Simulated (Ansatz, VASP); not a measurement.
**MgSe: VASP beside Ansatz**

```
Mg Se
1.0
     0.00000    2.73627    2.73627
     2.73627    0.00000    2.73627
     2.73627    2.73627    0.00000
Mg Se
1 1
Direct
  0.00000 0.00000 0.00000
  0.50000 0.50000 0.50000
```

Alike in both runs: task single point; functional r2SCAN; dispersion D4; k mesh 6 × 6 × 6; no spin polarisation.

|  | VASP | Ansatz |
| --- | --- | --- |
| version | VASP 6.6.1 | Ansatz 0.2.0 |
| potentials or method | VASP PAW PBE potentials, release 64 (Mg, Se) | plane waves |
| plane-wave cutoff (eV) | 660 | 500 |
| occupations | gaussian, width 0.01 eV | fixed |
| valence electrons in the cell | 8 | 26 |

Ansatz gave:

| Quantity | Value |
| --- | --- |
| gap on the k mesh at the Fermi level (eV) | 2.48 |
| pressure (GPa) | -0.8 |

**Question.** What did VASP give for the same quantities?

**Answer.** gap on the k mesh at the Fermi level (eV): 2.44; pressure (GPa): -1.1.

VASP's potentials were made for PBE, not for r2SCAN. VASP's potentials hold 8 valence electrons a cell and Ansatz's 26, so a difference there can come from the potentials and not from the codes.
